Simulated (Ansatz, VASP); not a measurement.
# Two plane-wave programs on ScAl3P2

The input INCAR:

```
PREC     = Accurate       # precision mode
ENCUT    = 600            # plane-wave cutoff, eV
EDIFF    = 1E-6           # SCF threshold, eV
ISMEAR   = 0              # smearing method
SIGMA    = 0.1            # smearing width, eV
LREAL    = False          # projectors in reciprocal space
LASPH    = True           # aspherical terms in the spheres
NELM     = 60             # most SCF steps
ALGO     = Normal         # electronic algorithm
ISIF     = 3              # what is computed and relaxed
LWAVE    = False          # write WAVECAR
LCHARG   = False          # write CHGCAR
GGA      = PE             # functional
IBRION   = 2              # ionic algorithm
NSW      = 100            # ionic steps
EDIFFG   = -0.01          # ionic threshold
```

KPOINTS

```
Automatic mesh
0
Gamma
  8 8 8
```

The input POSCAR:

```
ScAl3P2
1.0
    4.8932986009      0.0000000000      0.0000000000
    0.0000000000      4.8932986009      0.0000000000
    0.0000000000      0.0000000000      5.2199884397
Sc Al P
1 3 2
Direct
    0.0000000000      0.0000000000      0.0000000000
    0.5000000000      0.0000000000      0.5000000000
    0.0000000000      0.5000000000      0.5000000000
    0.0000000000      0.0000000000      0.5000000000
    0.5000000000      0.5000000000      0.2096752308
    0.5000000000      0.5000000000      0.7903247692
```

Input for Ansatz:

```yaml
crystal:
  lattice:
    - [4.8932986009, 0.0, 0.0]
    - [0.0, 4.8932986009, 0.0]
    - [0.0, 0.0, 5.2199884397]
  atoms:
    - { symbol: Sc, position: [0.0, 0.0, 0.0] }
    - { symbol: Al, position: [0.5, 0.0, 0.5] }
    - { symbol: Al, position: [0.0, 0.5, 0.5] }
    - { symbol: Al, position: [0.0, 0.0, 0.5] }
    - { symbol: P, position: [0.5, 0.5, 0.2096752308] }
    - { symbol: P, position: [0.5, 0.5, 0.7903247692] }
basis:
  ecutwfc: 420
kpoints:
  mp_grid: { grid: [8, 8, 8] }
hamiltonian:
  xc: pbe
scf:
  occupations: { method: gaussian, width: 0.1 }
output:
  forces: true
  stress: true
  eigenvalues: true
  write_density: true
  write_potential: true
  elf: true
  volumetric_format: npy
relax:
  adjacent_minimum: "off"
  f_tol: 0.01
  max_steps: 80
  cell: { stress_tol: 0.05 }
```

Alike in both runs: task relaxation of cell and atoms; functional PBE; k mesh 8 × 8 × 8; occupations gaussian, width 0.1 eV; no spin polarisation.

|  | VASP | Ansatz |
| --- | --- | --- |
| version | VASP 6.6.1 | Ansatz 0.2.0 |
| potentials or method | VASP PAW PBE potentials, release 64 (Sc_sv, Al, P), cutoff 600 eV | scalar-relativistic, plane waves, PAW |
| valence electrons in the cell | 30 | 30 |

```csv
,VASP,Ansatz,Ansatz less VASP
"gap on the k mesh at the Fermi level, each at its own relaxed structure (eV)",none,none,-
relaxed volume (Å³/atom),20.78,20.78,+0.002
relaxed cell length with the largest relative difference (Å),5.226,5.227,+0.0002
```

A gap of «none» marks a metal or a gap that the smearing closes.
